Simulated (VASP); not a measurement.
**CuO: single point with PBE**

Crystal: CuO.

```
CELL_PARAMETERS angstrom
3.20059 0.00000 0.00000
-1.60030 2.77179 0.00000
0.00000 0.00000 4.46084
ATOMIC_POSITIONS crystal
Cu 0.00000 0.00000 0.00000
Cu 0.00000 0.00000 0.50000
O 0.33333 0.66667 0.25000
O 0.66667 0.33333 0.75000
```

- Program: VASP 6.6.1
- Task: single point
- Functional: PBE
- Potentials or basis: VASP PAW PBE potentials, release 64 (Cu, O)
- Cutoff: 520 eV
- k mesh: 10 × 10 × 6
- Occupations: fermi-dirac, width 0.05 eV
- Spin: no spin polarisation

```yaml
Pressure: 2.9 GPa
Band_gap_on_the_k_mesh: zero (band 17 reaches 6.03 eV, above the bottom of band 18 at 4.93 eV)
```

Stress tensor (GPa, compression positive):
```
-12.07   0.00   0.00
  0.00 -12.07   0.00
  0.00   0.00  32.78
```

Levels at points of the mesh, in eV from the Fermi level:
| k point | band 13 | band 14 | band 15 | band 16 | band 17 | band 18 | band 19 | band 20 | band 21 | band 22 |
| --- | --- | --- | --- | --- | --- | --- | --- | --- | --- | --- |
| (0.00, 0.00, 0.00) | -1.52 | -1.43 | -1.43 | -0.14 | 0.58 | 0.58 | 1.34 | 5.06 | 11.22 | 12.15 |
| (0.50, 0.00, 0.00) | -1.79 | -1.63 | -1.45 | -1.21 | 0.34 | 0.47 | 6.63 | 6.64 | 9.60 | 9.76 |
| (0.00, 0.00, 0.50) | -2.27 | -2.27 | -0.14 | -0.14 | -0.14 | -0.14 | 4.09 | 4.09 | 13.77 | 13.77 |
| (0.50, 0.00, 0.50) | -1.84 | -1.84 | -0.54 | -0.54 | -0.53 | -0.53 | 5.83 | 5.83 | 10.10 | 10.10 |

Wall time 19 s on 1 thread of Intel(R) Xeon(R) 6975P-C (Granite Rapids) (shared host), peak memory 0.18 GiB.

Caveat: semilocal functionals often make such compounds metallic where correlation or magnetic order opens a gap, which also shifts bond lengths. With open d or f shells a metallic result of PBE can be an artefact of self-interaction; +U or a hybrid may open a gap.
